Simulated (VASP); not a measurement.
GaP, 4 atoms in the cell. The structure is trigonal, space group R-3m (No. 166). The conventional cell has a = 4.006 Å, b = 4.006 Å, c = 19.124 Å, α = 90.00°, β = 90.00°, γ = 120.00°. Within 3.3 Å of Ga (site symmetry 3m) lie 1 Ga at 2.46 Å and 3 P at 2.47 Å. Within 2.9 Å of P (site symmetry 3m) lie 1 P at 2.20 Å and 3 Ga at 2.47 Å.  This cell differs from its parent crystal: volume 22.149 Å^3 an atom, c/a of the conventional cell 4.7738.

* Program: VASP 6.6.1
* Task: single point
* Functional: PBE
* Potentials or basis: VASP PAW PBE potentials, release 64 (Ga_d, P)
* Cutoff: 520 eV
* k mesh: 9 × 9 × 9
* Occupations: gaussian, width 0.05 eV
* Spin: no spin polarisation
* Dipole correction: no
* Further INCAR settings: ALGO = Normal; EDIFF = 1e-06; NBANDS = 26

Potentials or basis: VASP PAW PBE potentials, release 64 (Ga_d, P).

Run with:

```console
$ cat potpaw_PBE.64/Ga_d/POTCAR potpaw_PBE.64/P/POTCAR > POTCAR
$ mpirun -np 1 vasp_std > vasp.out
```

Hardware: 1 thread of Intel(R) Xeon(R) 6975P-C (Granite Rapids), on a shared host.

Question: Estimate the wall time of this run.

Answer: Wall time 3.1 min on 1 thread of Intel(R) Xeon(R) 6975P-C (Granite Rapids) (shared host), peak memory 0.43 GiB. Counts: scf iterations 13, k points 85.
